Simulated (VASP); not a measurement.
Here is a VASP 6.6.1 calculation.

File INCAR:

```
PREC     = Accurate       # precision mode
ENCUT    = 910            # plane-wave cutoff, eV
EDIFF    = 1E-6           # SCF threshold, eV
ISMEAR   = -1             # smearing method
SIGMA    = 0.02           # smearing width, eV
LREAL    = False          # projectors in reciprocal space
LASPH    = True           # aspherical terms in the spheres
NELM     = 120            # most SCF steps
ALGO     = Normal         # electronic algorithm
ISIF     = 2              # what is computed and relaxed
LWAVE    = False          # write WAVECAR
LCHARG   = False          # write CHGCAR
GGA      = PE             # functional
NBANDS   = 28             # bands
GGA_COMPAT= False
```

KPOINTS

```
Automatic mesh
0
Gamma
  6 6 6
```

File POSCAR:

```
SnO
1.0
    3.7925880617      0.0000000000      0.0000000000
    0.0000000000      3.7925880617      0.0000000000
    0.0000000000      0.0000000000      4.8535549724
Sn O
2 2
Direct
    0.0000000000      0.5000000000      0.2368671123
    0.5000000000      0.0000000000      0.7631328877
    0.5000000000      0.5000000000      0.0000000000
    0.0000000000      0.0000000000      0.0000000000
```

Potentials or basis: VASP PAW PBE potentials, release 64 (Sn_d, O_h).

Launch:

```console
$ cat potpaw_PBE.64/Sn_d/POTCAR potpaw_PBE.64/O_h/POTCAR > POTCAR
$ mpirun -np 1 vasp_std > vasp.out
```

(1) What does it give for the band gap on the k mesh?

(2) Estimate the pressure.

(3) Predict the largest force.

Answers

(1) 0.05 eV (least direct gap 1.98 eV).

(2) 5.1 GPa.

(3) 0.575 eV/Å.

Caveat: the cell differs from its parent crystal (uniaxial z strain +2.0%); the cutoff is under 1.25 times the usual one of these potentials, so pressure, stress and relaxed cells hold a basis-set (Pulay) error; the cell stands under pressure; spin-orbit coupling is left out, which moves the levels of the heavy elements.
